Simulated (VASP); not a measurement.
# SbS4 (P-43m) in VASP: a series of runs, part 3 of 3

VASP 6.6.1.

### 6 Relaxation of cell and atoms, PBE

Contents of INCAR:

```
  ALGO = Normal
  EDIFF = 1E-6
  EDIFFG = -0.01
  ENCUT = 600
  GGA = PE
  IBRION = 2
  ISIF = 3
  ISMEAR = 0
  LASPH = T
  LCHARG = F
  LREAL = F
  LWAVE = F
  NELM = 80
  NSW = 100
  PREC = Accurate
  SIGMA = 0.1
```

Contents of KPOINTS:

```
k-points
0
Gamma
  8 8 8
```

Contents of POSCAR:

```
SbS4
1.0
    4.8356732254      0.0000000000      0.0000000000
    0.0000000000      4.8356732254      0.0000000000
    0.0000000000      0.0000000000      4.8356732254
Sb S
1 4
Direct
    0.0000000000      0.0000000000      0.0000000000
    0.2900861425      0.2900861425      0.2900861425
    0.7099138575      0.7099138575      0.2900861425
    0.2900861425      0.7099138575      0.7099138575
    0.7099138575      0.2900861425      0.7099138575
```

Potentials or basis: VASP PAW PBE potentials, release 64 (Sb, S).

Command:

```
> cat potpaw_PBE.64/Sb/POTCAR potpaw_PBE.64/S/POTCAR > POTCAR
> mpirun -np 1 vasp_std > vasp.out
```

OUTCAR:

```text
EDIFF = 1E-6
   EDIFFG = -0.01
   ENCUT = 600
   GGA = PE
   IBRION = 2
   ISIF = 3
   ISMEAR = 0
   LASPH = T
   LREAL = F
   NELM = 80
   NSW = 100
   PREC = Accurate

 ion  position               nearest neighbor table
   1  0.000  0.000  0.000-   2 2.43   3 2.43   4 2.43   5 2.43
   2  0.290  0.290  0.290-   1 2.43
   3  0.710  0.710  0.290-   1 2.43
   4  0.290  0.710  0.710-   1 2.43
   5  0.710  0.290  0.710-   1 2.43

  LATTYP: Found a simple cubic cell.
 ALAT       =     4.8356732254

  Lattice vectors:

 A1 = (   4.8356732254,   0.0000000000,   0.0000000000)
 A2 = (   0.0000000000,   4.8356732254,   0.0000000000)
 A3 = (   0.0000000000,   0.0000000000,   4.8356732254)

Analysis of symmetry for initial positions (statically):
=====================================================================
 Subroutine PRICEL returns:
 Original cell was already a primitive cell.

 Routine SETGRP: Setting up the symmetry group for a
 simple cubic supercell.

 Subroutine GETGRP returns: Found 24 space group operations
 (whereof 24 operations were pure point group operations)
 out of a pool of 48 trial point group operations.

The static configuration has the point symmetry T_d .

Analysis of symmetry for dynamics (positions and initial velocities):
=====================================================================
 Subroutine PRICEL returns:
 Original cell was already a primitive cell.

 Routine SETGRP: Setting up the symmetry group for a
 simple cubic supercell.

 Subroutine GETGRP returns: Found 24 space group operations
 (whereof 24 operations were pure point group operations)
 out of a pool of 48 trial point group operations.

The dynamic configuration has the point symmetry T_d .

 Subroutine INISYM returns: Found 24 space group operations
 (whereof 24 operations are pure point group operations),
 and found     1 'primitive' translations

----------------------------------------------------------------------------------------

                                     Primitive cell

  volume of cell :     113.0761

  direct lattice vectors                    reciprocal lattice vectors
     4.835673225  0.000000000  0.000000000     0.206796438  0.000000000  0.000000000
     0.000000000  4.835673225  0.000000000     0.000000000  0.206796438  0.000000000
     0.000000000  0.000000000  4.835673225     0.000000000  0.000000000  0.206796438

  length of vectors
     4.835673225  4.835673225  4.835673225     0.206796438  0.206796438  0.206796438

  position of ions in fractional coordinates (direct lattice)
     0.000000000  0.000000000  0.000000000
     0.290086143  0.290086143  0.290086143
     0.709913857  0.709913857  0.290086143
     0.290086143  0.709913857  0.709913857
     0.709913857  0.290086143  0.709913857

  ion indices of the primitive-cell ions
   primitive index   ion index
                 1           1
                 2           2
                 3           3
                 4           4
                 5           5

[... 29 lines left out ...]
  0.125000  0.000000  0.000000      6.000000
  0.250000  0.000000  0.000000      6.000000
  0.375000  0.000000  0.000000      6.000000
  0.500000  0.000000  0.000000      3.000000
  0.125000  0.125000  0.000000     12.000000
[... 16 lines left out ...]
  0.375000  0.375000  0.125000     24.000000
  0.500000  0.375000  0.125000     24.000000
 [... further k-points ...]
   k-points           NKPTS =     35   k-points in BZ     NKDIM =     35   number of bands    NBANDS=     18
   number of dos      NEDOS =    301   number of ions     NIONS =      5
   total plane-waves  NPLWV =  64000
   dimension x,y,z NGX =    40 NGY =   40 NGZ =   40
   dimension x,y,z NGXF=    80 NGYF=   80 NGZF=   80
   ions per type =               1   4
   NGX,Y,Z   is equivalent  to a cutoff of  13.75, 13.75, 13.75 a.u.
   NGXF,Y,Z  is equivalent  to a cutoff of  27.50, 27.50, 27.50 a.u.
 SYSTEM =  unknown system
   PREC   = accura    normal or accurate (medium, high low for compatibility)
   ISTART =      0    job   : 0-new  1-cont  2-samecut
   ICHARG =      2    charge: 1-file 2-atom 10-const
   ISPIN  =      1    spin polarized calculation?
   LNONCOLLINEAR =      F non collinear calculations
   LSORBIT =      F    spin-orbit coupling
   LASPH  =      T    aspherical Exc in radial PAW
   ENCUT  =  600.0 eV  44.10 Ry    6.64 a.u.   9.66  9.66  9.66*2*pi/ulx,y,z
   NELM   =     80;   NELMIN=  2; NELMDL= -5     # of ELM steps
   EDIFF  = 0.1E-05   stopping-criterion for ELM
   LREAL  =      F    real-space projection
   EDIFFG = -.1E-01   stopping-criterion for IOM
   NSW    =    100    number of steps for IOM
   IBRION =      2    ionic relax: 0-MD 1-quasi-New 2-CG
   NFREE  =      1    steps in history (QN), initial steepest desc. (CG)
   ISIF   =      3    stress and relaxation
   ISYM   =      2    0-nonsym 1-usesym 2-fastsym
   POTIM  = 0.5000    time-step for ionic-motion
   TEBEG  =    0.0;   TEEND  =   0.0 temperature during run
   PSTRESS=    0.0 pullay stress
   NELECT =      29.0000    total number of electrons
   NUPDOWN=      -1.0000    fix difference up-down
   EMIN   =  10.00;   EMAX   =-10.00  energy-range for DOS
   EFERMI =   0.00;   METHOD = LEGACY
   ISMEAR =     0;   SIGMA  =   0.10  broadening in eV -4-tet -1-fermi 0-gaus
   EFERMI_NEDOS =   21; number of points for ismear=-14 and -15
   IALGO  =     38    algorithm
   IMIX   =      4    mixing-type and parameters
     AMIX     =   0.40;   BMIX     =  1.00
     AMIX_MAG =   1.60;   BMIX_MAG =  1.00
  volume/ion in A,a.u.               =      22.62       152.62
  Fermi-wavevector in a.u.,A,eV,Ry     =   1.040121  1.965544 14.719487  1.081852
  Thomas-Fermi vector in A             =   2.174682
   LORBIT       =      0    0 simple, 1 ext, 2 COOP (PROOUT), +10 PAW based schemes
   GGA     = PE    functional components
   LHFCALC =     F    Hartree Fock is set to
   AEXX    =    0.0000 exact exchange contribution
   IVDW    =     0    specifies the selected vdW correction
   LEPSILON=     F    determine dielectric tensor
   LRPA    =     F    only Hartree local field effects (RPA)
 conjugate gradient relaxation of ions
 non-spin polarized calculation
 Gauss-broadening in eV      SIGMA  =   0.10
  energy-cutoff  :      600.00
  volume of cell :      113.08
 maximum number of plane-waves:      3840
 NGX is ok and might be reduce to    40
   NGX = 19   NGY = 19   NGZ = 19

--------------------------------------- Ionic step        1  -------------------------------------------

 number of electron      28.9999999 magnetization

 Free energy of the ion-electron system (eV)
  ---------------------------------------------------
  ext. energy  EPLUGINS =         0.00000000
  ---------------------------------------------------
  free energy    TOTEN  =       -17.29410570 eV

  energy without entropy =      -17.26630479  energy(sigma->0) =      -17.28020524

------------------------ aborting loop because EDIFF is reached ----------------------------------------

  FORCE on cell =-STRESS in cart. coord.  units (eV):
  Direction    XX          YY          ZZ          XY          YZ          ZX
  --------------------------------------------------------------------------------------
  -------------------------------------------------------------------------------------
  Total       -0.2578236     -0.2578236     -0.2578236      0.0000000      0.0000000      0.0000000
  in kB       -3.6531071     -3.6531071     -3.6531071      0.0000000      0.0000000      0.0000000
  external PRESSURE =      -3.6531071 kB  Pullay stress =       0.0000000 kB
[... 143 lines left out ...]
--------------------------------------- Ionic step        5  -------------------------------------------

 number of electron      29.0000001 magnetization

 Free energy of the ion-electron system (eV)
  ---------------------------------------------------
  ext. energy  EPLUGINS =         0.00000000
  ---------------------------------------------------
  free energy    TOTEN  =       -17.30364107 eV

  energy without entropy =      -17.27437021  energy(sigma->0) =      -17.28900564

 E-fermi :   4.2296     XC(G=0):  -9.5470

 val. band max:        4.2235842854   @ k =   0.2500   0.2500   0.1250
 cond. band min:       4.2405182717   @ k =   0.5000   0.3750   0.2500
 fundamental gap:      0.0169339864
 Fermi energy:         4.2296068461

 k-point     1 :       0.0000    0.0000    0.0000
  band No.  band energies     occupation
      1     -10.0565      2.00000
      2      -7.1987      2.00000
      3      -7.1987      2.00000
      4      -7.1987      2.00000
      5      -4.6340      2.00000
      6       0.7735      2.00000
[... 481 lines left out ...]
      5      -3.5022      2.00000
      6      -0.7953      2.00000
[... 10 lines left out ...]
     17       6.7126      0.00000
     18       8.0134      0.00000

 [... further k-points ...]
[... 5 lines left out ...]
  --------------------------------------------------------------------------------------
  -------------------------------------------------------------------------------------
  Total        0.0423265      0.0423265      0.0423265     -0.0000000     -0.0000000      0.0000000
  in kB        0.5949823      0.5949823      0.5949823     -0.0000000     -0.0000000      0.0000000
  external PRESSURE =       0.5949823 kB  Pullay stress =       0.0000000 kB
[... 20 lines left out ...]
  FREE ENERGIE OF THE ION-ELECTRON SYSTEM (eV)
  ---------------------------------------------------
  free  energy   TOTEN  =       -17.3036410727 eV

  energy  without entropy=      -17.2743702095  energy(sigma->0) =      -17.28900564

 reached required accuracy - stopping structural energy minimisation
```

OSZICAR:

```text
N       E                     dE             d eps       ncg     rms          rms(c)
DAV:   1     0.182010926860E+03    0.18201E+03   -0.12823E+04  1260   0.149E+03
DAV:   2    -0.357668892421E+01   -0.18559E+03   -0.18314E+03  1744   0.235E+02
DAV:   3    -0.173878022422E+02   -0.13811E+02   -0.13548E+02  1526   0.737E+01
[... 41 lines left out ...]
DAV:   5    -0.173036478559E+02    0.16335E-04   -0.37353E-04  1302   0.136E-01    0.475E-02
DAV:   6    -0.173036441476E+02    0.37082E-05   -0.41991E-05  1500   0.385E-02    0.272E-02
DAV:   7    -0.173036424762E+02    0.16714E-05   -0.51886E-06  1334   0.137E-02    0.875E-03
DAV:   8    -0.173036409865E+02    0.14897E-05   -0.17597E-06   716   0.809E-03    0.329E-03
DAV:   9    -0.173036410727E+02   -0.86243E-07   -0.25839E-07   676   0.364E-03
   5 F= -.17303641E+02 E0= -.17289006E+02  d E =-.566457E-02
```

Run time: 2.7 min. Hardware: 1 thread of AMD EPYC 7R13 (Zen 3), shared host; peak memory 0.26 GiB.

What came out:

| Quantity | Value |
| --- | --- |
| Free energy | -17.3036 eV |
| Relaxed volume | 22.80 Å³/atom |
| Relaxed cell | a = 4.848 Å, b = 4.848 Å, c = 4.848 Å, α = 90.00°, β = 90.00°, γ = 90.00° |
| Space group after relaxing (to 0.05 Å) | P-43m (No. 215) |
| Energy gained by relaxing | 1.9 meV/atom |
| Ionic steps | 5 |
| Pressure after relaxing | 0.1 GPa |

Forces in eV/Å, atoms in the order of the input:
```
Sb   0.000  0.000  0.000
S   -0.001 -0.001 -0.001
S    0.001  0.001 -0.001
S   -0.001  0.001  0.001
S    0.001 -0.001  0.001
```

Step by step:
```csv
step,energy change (eV),largest force (eV/Å),pressure (GPa),volume (Å³)
1,0.0000,0.1542,-0.37,113.08
2,-0.0038,0.0789,0.27,112.23
3,-0.0039,0.0667,0.37,112.11
4,-0.0064,0.0475,0.28,112.61
5,-0.0095,0.0021,0.06,113.98
```

Final structure:
```yaml
crystal:
  lattice:
    - [4.84849, 0.00000, 0.00000]
    - [0.00000, 4.84849, 0.00000]
    - [0.00000, 0.00000, 4.84849]
  atoms:
    - { symbol: Sb, position: [0.00000, 0.00000, 0.00000] }
    - { symbol: S, position: [0.28614, 0.28614, 0.28614] }
    - { symbol: S, position: [0.71386, 0.71386, 0.28614] }
    - { symbol: S, position: [0.28614, 0.71386, 0.71386] }
    - { symbol: S, position: [0.71386, 0.28614, 0.71386] }
```

Caveat: spin-orbit coupling is left out, which moves the levels of the heavy elements.

### 7 The runs side by side

```tsv
task	cell	k mesh	cutoff (eV)	gap on the mesh (eV)	pressure (GPa)	relaxed volume (Å³/atom)
single point	a = 4.836 Å, 5 atoms	4 × 4 × 4	520	none	-0.2	-
single point	a = 5.142 Å, 5 atoms	4 × 4 × 4	520	none	7.3	-
relaxation of cell and atoms	relaxed from a = 5.142 Å, 5 atoms	4 × 4 × 4	600	none	0.1	22.57
single point	a = 4.851 Å, 5 atoms	8 × 8 × 8	520	none	0.0	-
relaxation of cell and atoms	relaxed from a = 4.836 Å, 5 atoms	8 × 8 × 8	600	none	0.1	22.80
```

Alike in all rows: level PBE; potentials or basis VASP PAW PBE potentials, release 64 (Sb, S); no spin polarisation; smearing gaussian 0.1 eV.

Caveats: spin-orbit coupling is left out, which moves the levels of the heavy elements; the volume moved by over 15 % at a fixed basis, so the end points are rough (some runs).

Absolute energies hang on the potentials; compare differences alone.
